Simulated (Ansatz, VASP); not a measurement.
## Lu in VASP and in Ansatz

The input INCAR:

```
PREC     = Accurate       # precision mode
ENCUT    = 520            # plane-wave cutoff, eV
EDIFF    = 1E-8           # SCF threshold, eV
ISMEAR   = -4             # smearing method
SIGMA    = 0.1            # smearing width, eV
LREAL    = False          # projectors in reciprocal space
LASPH    = True           # aspherical terms in the spheres
NELM     = 100            # most SCF steps
ALGO     = Normal         # electronic algorithm
ISIF     = 2              # what is computed and relaxed
LWAVE    = False          # write WAVECAR
LCHARG   = False          # write CHGCAR
GGA      = PE             # functional
LEFG     = True         
NBANDS   = 32             # bands
```

KPOINTS

```
Automatic mesh
0
Gamma
  11 11 11
```

File POSCAR:

```
Lu
1.0
    0.0000000000      3.7538415337      3.7538415337
    3.7538415337      0.0000000000      3.7538415337
    3.7538415337      3.7538415337      0.0000000000
Lu
2
Direct
    0.0000000000      0.0000000000      0.0000000000
    0.2500000000      0.2500000000      0.2500000000
```

Input for Ansatz:

```yaml
crystal:
  lattice:
    - [0.0, 3.7538415337, 3.7538415337]
    - [3.7538415337, 0.0, 3.7538415337]
    - [3.7538415337, 3.7538415337, 0.0]
  atoms:
    - { symbol: Lu, position: [0.0, 0.0, 0.0] }
    - { symbol: Lu, position: [0.25, 0.25, 0.25] }
kpoints:
  mp_grid: { grid: [11, 11, 11] }
scf:
  occupations: { method: tetrahedron_uncorrected }
hamiltonian:
  xc: pbe
  pseudopotentials: { kind: all_electron, datasets: crystal }
output:
  forces: true
  stress: true
  eigenvalues: true
  efg: { contact_densities: true }
```

Alike in both runs: task electric field gradients; functional PBE; k mesh 11 × 11 × 11; no spin polarisation.

|  | VASP | Ansatz |
| --- | --- | --- |
| version | VASP 6.6.1 | Ansatz 0.2.0 |
| potentials or method | VASP PAW PBE potentials, release 64 (Lu), cutoff 520 eV | all-electron PAW with datasets made for the crystal, scalar-relativistic |
| occupations | tetrahedron | tetrahedron-uncorrected |

|  | VASP | Ansatz | Ansatz less VASP |
| --- | --- | --- | --- |
| gap on the k mesh at the Fermi level (eV) | none | none | - |
| pressure (GPa) | -0.5 | -0.5 | -0.01 |

A gap of «none» marks a metal or a gap that the smearing closes. Ansatz ran all-electron here, and VASP with PAW potentials.

Neither program's run includes spin-orbit coupling.
